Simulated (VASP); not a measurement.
# Pb in VASP: further runs

Runs on Pb. Level: PBEsol. Tasks: single point.

Program: VASP 6.6.1. These are calculated values, not measurements. Logs are shortened: lines on timing, memory, paths and dates and some standing lists are left out, and cuts for length are marked.

## (1) The cell of the first run

The typed cell holds 2 atoms: a = 3.480 Å, b = 3.495 Å, c = 5.590 Å, α = 90.21°, β = 90.57°, γ = 120.43°.

## (2) Single point, PBEsol (equal xy, yz and zx shear strains of -1 %)

Input file INCAR:

```
PREC = Accurate
ENCUT = 520
EDIFF = 1E-6
ISMEAR = -1
SIGMA = 0.05
LREAL = F
LASPH = T
NELM = 80
ALGO = Normal
ISIF = 2
LWAVE = F
LCHARG = F
GGA = PS
NBANDS = 21
```

Input file KPOINTS:

```
regular mesh
0
Gamma
  12 12 7
```

Input file POSCAR:

```
Pb
1.0
    3.4800006906     -0.0174000034     -0.0174000034
   -1.7550691903      3.0224690049     -0.0063688433
   -0.0279500000     -0.0279500000      5.5900000000
Pb
2
Direct
    0.3333333333      0.6666666667      0.2500000000
    0.6666666667      0.3333333333      0.7500000000
```

Potentials or basis: VASP PAW PBE potentials, release 64 (Pb_d).

Command:

```console
$ cat potpaw_PBE.64/Pb_d/POTCAR > POTCAR
$ mpirun -np 1 vasp_std > vasp.out
```

OUTCAR:

```text
PREC = Accurate
   ENCUT = 520
   EDIFF = 1E-6
   ISMEAR = -1
   LREAL = F
   LASPH = T
   NELM = 80
   ISIF = 2
   GGA = PS

 ion  position               nearest neighbor table
   1  0.333  0.667  0.250-   2 3.41   2 3.43   2 3.44   2 3.45   2 3.46   2 3.46
   2  0.667  0.333  0.750-   1 3.41   1 3.43   1 3.44   1 3.45   1 3.46   1 3.46

  LATTYP: Found a triclinic cell.
 ALAT       =     3.4650242918
 B/A-ratio  =     1.0043472705
 C/A-ratio  =     1.6133046344
 COS(alpha) =     0.0099745013
 COS(beta)  =     0.0136846555
 COS(gamma) =     0.4934979113

  Lattice vectors:

 A1 = (   1.7249315003,   3.0050690015,  -0.0237688467)
 A2 = (   3.4800006906,  -0.0174000034,  -0.0174000034)
 A3 = (   0.0279500000,   0.0279500000,  -5.5900000000)

Analysis of symmetry for initial positions (statically):
=====================================================================
 Subroutine PRICEL returns:
 Original cell was already a primitive cell.

 Routine SETGRP: Setting up the symmetry group for a
 triclinic supercell.

 Subroutine GETGRP returns: Found  2 space group operations
 (whereof  2 operations were pure point group operations)
 out of a pool of  2 trial point group operations.

The static configuration has the point symmetry S_2 .

Analysis of symmetry for dynamics (positions and initial velocities):
=====================================================================
 Subroutine PRICEL returns:
 Original cell was already a primitive cell.

 Routine SETGRP: Setting up the symmetry group for a
 triclinic supercell.

 Subroutine GETGRP returns: Found  2 space group operations
 (whereof  2 operations were pure point group operations)
 out of a pool of  2 trial point group operations.

The dynamic configuration has the point symmetry S_2 .

 Subroutine INISYM returns: Found  2 space group operations
 (whereof  2 operations are pure point group operations),
 and found     1 'primitive' translations

----------------------------------------------------------------------------------------

                                     Primitive cell

  volume of cell :      58.6231

  direct lattice vectors                    reciprocal lattice vectors
     3.480000691 -0.017400003 -0.017400003     0.288204442  0.167357628  0.002277810
    -1.755069190  3.022469005 -0.006368843     0.001667473  0.331827108  0.001667473
    -0.027950000 -0.027950000  5.590000000     0.000898994  0.000898994  0.178899867

  length of vectors
     3.480087690  3.495086166  5.590139748     0.333280009  0.331835488  0.178904384

  position of ions in fractional coordinates (direct lattice)
     0.333333333  0.666666667  0.250000000
     0.666666667  0.333333333  0.750000000

  ion indices of the primitive-cell ions
   primitive index   ion index
                 1           1
                 2           2

----------------------------------------------------------------------------------------

 KPOINTS: regular mesh

Automatic generation of k-mesh.
 Grid dimensions read from file:
 generate k-points for:   12   12    7

 Generating k-lattice:

  Cartesian coordinates                     Fractional coordinates (reciprocal lattice)
     0.024017037  0.013946469  0.000189818     0.083333333 -0.000000000  0.000000000
     0.000138956  0.027652259  0.000138956    -0.000000000  0.083333333  0.000000000
     0.000128428  0.000128428  0.025557124    -0.000000000  0.000000000  0.142857143

  Length of vectors
     0.027773334  0.027652957  0.025557769

  Shift w.r.t. Gamma in fractional coordinates (k-lattice)
     0.000000000  0.000000000  0.000000000

 Subroutine IBZKPT returns following result:
 ===========================================

 Found    506 irreducible k-points:

 Following reciprocal coordinates:
            Coordinates               Weight
  0.000000  0.000000  0.000000      1.000000
  0.083333  0.000000 -0.000000      2.000000
  0.166667  0.000000 -0.000000      2.000000
  0.250000 -0.000000 -0.000000      2.000000
  0.333333  0.000000 -0.000000      2.000000
  0.416667  0.000000 -0.000000      2.000000
[... 16 lines left out ...]
  0.250000  0.166667 -0.000000      2.000000
  0.333333  0.166667 -0.000000      2.000000
 [... further k-points ...]
   k-points           NKPTS =    506   k-points in BZ     NKDIM =    506   number of bands    NBANDS=     21
   number of dos      NEDOS =    301   number of ions     NIONS =      2
   total plane-waves  NPLWV =  32928
   dimension x,y,z NGX =    28 NGY =   28 NGZ =   42
   dimension x,y,z NGXF=    56 NGYF=   56 NGZF=   84
   ions per type =               2
   NGX,Y,Z   is equivalent  to a cutoff of  13.38, 13.32, 12.49 a.u.
   NGXF,Y,Z  is equivalent  to a cutoff of  26.75, 26.64, 24.98 a.u.
 SYSTEM =  unknown system
   PREC   = accura    normal or accurate (medium, high low for compatibility)
   ISTART =      0    job   : 0-new  1-cont  2-samecut
   ICHARG =      2    charge: 1-file 2-atom 10-const
   ISPIN  =      1    spin polarized calculation?
   LNONCOLLINEAR =      F non collinear calculations
   LSORBIT =      F    spin-orbit coupling
   LASPH  =      T    aspherical Exc in radial PAW
   ENCUT  =  520.0 eV  38.22 Ry    6.18 a.u.   6.47  6.50 10.39*2*pi/ulx,y,z
   NELM   =     80;   NELMIN=  2; NELMDL= -5     # of ELM steps
   EDIFF  = 0.1E-05   stopping-criterion for ELM
   LREAL  =      F    real-space projection
   EDIFFG = 0.1E-04   stopping-criterion for IOM
   NSW    =      0    number of steps for IOM
   IBRION =     -1    ionic relax: 0-MD 1-quasi-New 2-CG
   NFREE  =      0    steps in history (QN), initial steepest desc. (CG)
   ISIF   =      2    stress and relaxation
   ISYM   =      2    0-nonsym 1-usesym 2-fastsym
   POTIM  = 0.5000    time-step for ionic-motion
   TEBEG  =    0.0;   TEEND  =   0.0 temperature during run
   PSTRESS=    0.0 pullay stress
   NELECT =      28.0000    total number of electrons
   NUPDOWN=      -1.0000    fix difference up-down
   EMIN   =  10.00;   EMAX   =-10.00  energy-range for DOS
   EFERMI =   0.00;   METHOD = LEGACY
   ISMEAR =    -1;   SIGMA  =   0.05  broadening in eV -4-tet -1-fermi 0-gaus
   EFERMI_NEDOS =   21; number of points for ismear=-14 and -15
   IALGO  =     38    algorithm
   IMIX   =      4    mixing-type and parameters
     AMIX     =   0.40;   BMIX     =  1.00
     AMIX_MAG =   1.60;   BMIX_MAG =  1.00
  volume/ion in A,a.u.               =      29.31       197.80
  Fermi-wavevector in a.u.,A,eV,Ry     =   1.279690  2.418263 22.280981  1.637606
  Thomas-Fermi vector in A             =   2.412161
   LORBIT       =      0    0 simple, 1 ext, 2 COOP (PROOUT), +10 PAW based schemes
   GGA     = PS    functional components
   LHFCALC =     F    Hartree Fock is set to
   AEXX    =    0.0000 exact exchange contribution
   IVDW    =     0    specifies the selected vdW correction
   LEPSILON=     F    determine dielectric tensor
   LRPA    =     F    only Hartree local field effects (RPA)
 non-spin polarized calculation
  energy-cutoff  :      520.00
  volume of cell :       58.62
 maximum number of plane-waves:      1599
 NGX is ok and might be reduce to    28
   NGX = 13   NGY = 13   NGZ = 21

 number of electron      28.0000005 magnetization

 Free energy of the ion-electron system (eV)
  ---------------------------------------------------
  ext. energy  EPLUGINS =         0.00000000
  ---------------------------------------------------
  free energy    TOTEN  =        -7.95902048 eV

  energy without entropy =       -7.94773945  energy(sigma->0) =       -7.95337996

 E-fermi :   7.4540     XC(G=0): -10.5070

 val. band max:        7.4539979016   @ k =  -0.3333   0.5000   0.2857
 cond. band min:       7.4544662771   @ k =  -0.2500   0.1667   0.4286
 fundamental gap:      0.0004683756
 Fermi energy:         7.4540335597

 k-point     1 :       0.0000    0.0000    0.0000
  band No.  band energies     occupation
      1      -9.5774      2.00000
      2      -9.5289      2.00000
      3      -9.5145      2.00000
      4      -9.4982      2.00000
      5      -9.4885      2.00000
      6      -9.4740      2.00000
[... 13 lines left out ...]
     20      16.5120      0.00000
     21      18.9726      0.00000

 k-point     2 :       0.0833    0.0000   -0.0000
  band No.  band energies     occupation
      1      -9.5702      2.00000
      2      -9.5348      2.00000
      3      -9.4964      2.00000
      4      -9.4861      2.00000
      5      -9.4750      2.00000
      6      -9.4681      2.00000
[... 13 lines left out ...]
     20      17.0859      0.00000
     21      18.4617      0.00000

 k-point     3 :       0.1667    0.0000   -0.0000
  band No.  band energies     occupation
      1      -9.5838      2.00000
      2      -9.5219      2.00000
      3      -9.4795      2.00000
      4      -9.4767      2.00000
      5      -9.4722      2.00000
      6      -9.4462      2.00000
[... 13 lines left out ...]
     20      17.6384      0.00000
     21      18.1387      0.00000

 k-point     4 :       0.2500   -0.0000   -0.0000
  band No.  band energies     occupation
      1      -9.6206      2.00000
      2      -9.5162      2.00000
      3      -9.5080      2.00000
      4      -9.4968      2.00000
      5      -9.4605      2.00000
      6      -9.3784      2.00000
[... 13 lines left out ...]
     20      16.8302      0.00000
     21      18.1574      0.00000

 k-point     5 :       0.3333    0.0000   -0.0000
  band No.  band energies     occupation
      1      -9.6571      2.00000
      2      -9.5571      2.00000
      3      -9.5205      2.00000
      4      -9.5182      2.00000
      5      -9.4245      2.00000
      6      -9.3637      2.00000
[... 13 lines left out ...]
     20      16.2092      0.00000
     21      17.9184      0.00000

 k-point     6 :       0.4167    0.0000   -0.0000
  band No.  band energies     occupation
      1      -9.6832      2.00000
      2      -9.5894      2.00000
      3      -9.5350      2.00000
      4      -9.5316      2.00000
      5      -9.3982      2.00000
      6      -9.3838      2.00000
[... 13 lines left out ...]
     20      15.8291      0.00000
     21      17.7556      0.00000

 k-point     7 :       0.5000   -0.0000   -0.0000
  band No.  band energies     occupation
      1      -9.6926      2.00000
      2      -9.6015      2.00000
      3      -9.5404      2.00000
      4      -9.5365      2.00000
      5      -9.3960      2.00000
      6      -9.3831      2.00000
[... 13 lines left out ...]
     20      15.7015      0.00000
     21      17.7006      0.00000
[... 291 lines left out ...]
      1      -9.5889      2.00000
      2      -9.5222      2.00000
      3      -9.4857      2.00000
      4      -9.4783      2.00000
      5      -9.4693      2.00000
      6      -9.4428      2.00000
[... 13 lines left out ...]
     20      17.6185      0.00000
     21      18.1921      0.00000

 k-point    21 :       0.0833    0.1667   -0.0000
  band No.  band energies     occupation
      1      -9.5897      2.00000
      2      -9.5305      2.00000
      3      -9.5020      2.00000
      4      -9.4878      2.00000
      5      -9.4659      2.00000
      6      -9.4217      2.00000
[... 13 lines left out ...]
     20      16.6841      0.00000
     21      17.8686      0.00000

 k-point    22 :       0.1667    0.1667   -0.0000
  band No.  band energies     occupation
      1      -9.5635      2.00000
      2      -9.5604      2.00000
      3      -9.5403      2.00000
      4      -9.5018      2.00000
      5      -9.4323      2.00000
      6      -9.4068      2.00000
[... 13 lines left out ...]
     20      16.8751      0.00000
     21      17.6504      0.00000

 k-point    23 :       0.2500    0.1667   -0.0000
  band No.  band energies     occupation
      1      -9.5912      2.00000
      2      -9.5820      2.00000
      3      -9.5240      2.00000
      4      -9.5096      2.00000
      5      -9.4178      2.00000
      6      -9.3724      2.00000
[... 13 lines left out ...]
     20      16.7345      0.00000
     21      19.3004      0.00000

 k-point    24 :       0.3333    0.1667   -0.0000
  band No.  band energies     occupation
      1      -9.6158      2.00000
      2      -9.6101      2.00000
      3      -9.5107      2.00000
      4      -9.4946      2.00000
      5      -9.4040      2.00000
      6      -9.3935      2.00000
[... 13 lines left out ...]
     20      16.4834      0.00000
     21      20.8183      0.00000

 [... further k-points ...]

------------------------ aborting loop because EDIFF is reached ----------------------------------------

  FORCE on cell =-STRESS in cart. coord.  units (eV):
  Direction    XX          YY          ZZ          XY          YZ          ZX
  --------------------------------------------------------------------------------------
  -------------------------------------------------------------------------------------
  Total        0.2766890      0.2815851      0.3648407      0.0370557      0.0558461      0.0558923
  in kB        7.5619549      7.6957647      9.9711546      1.0127385      1.5262839      1.5275448
  external PRESSURE =       8.4096247 kB  Pullay stress =       0.0000000 kB

 VOLUME and BASIS-vectors are now :
 -----------------------------------------------------------------------------
  energy-cutoff  :      520.00
  volume of cell :       58.62
      direct lattice vectors                 reciprocal lattice vectors
     3.480000691 -0.017400003 -0.017400003     0.288204442  0.167357628  0.002277810
    -1.755069190  3.022469005 -0.006368843     0.001667473  0.331827108  0.001667473
    -0.027950000 -0.027950000  5.590000000     0.000898994  0.000898994  0.178899867

 POSITION                                       TOTAL-FORCE (eV/Angst)
 -----------------------------------------------------------------------------------
     -0.01703      2.00219      1.38745         0.003447     -0.000395      0.000847
      1.71401      0.97493      4.17878        -0.003447      0.000395     -0.000847
 -----------------------------------------------------------------------------------
    total drift:                                0.000000     -0.000000     -0.000000

  FREE ENERGIE OF THE ION-ELECTRON SYSTEM (eV)
  ---------------------------------------------------
  free  energy   TOTEN  =        -7.9590204772 eV

  energy  without entropy=       -7.9477394492  energy(sigma->0) =       -7.95337996
```

Wall time 8.5 min (1 thread of Intel Xeon Platinum 8259CL at 2.50GHz (Skylake/Cascade Lake), shared host); peak memory 0.55 GiB.

Results:

* Free energy: -7.9590 eV
* Pressure: 0.8 GPa
* Largest force: 0.004 eV/Å
* Band gap on the k mesh: zero (bands 14 and 15 overlap by 7.63 eV)

Forces on the atoms (eV/Å):
```
Pb   0.003  0.000  0.001
Pb  -0.003  0.000 -0.001
```

Levels at points of the mesh, in eV from the Fermi level:
```csv
k point,band 12,band 13,band 14,band 15,band 16,band 17
"(0.00, 0.00, 0.00)",-7.99,-4.32,5.52,5.65,7.42,7.56
"(0.50, 0.00, 0.00)",-7.13,-2.89,-1.41,-0.47,1.81,1.87
"(0.00, 0.50, 0.00)",-7.16,-2.90,-1.42,-0.53,1.78,1.97
"(0.50, 0.50, 0.00)",-7.19,-2.91,-1.42,-0.58,1.76,2.08
```

Caveat: the cell differs from its parent crystal (equal xy, yz and zx shear strains of -1 %); the PAW data sets were made with another functional, which shifts forces and pressure a little; spin-orbit coupling is left out, which moves the levels of the heavy elements.

(Part 1 of 3 ends here.)
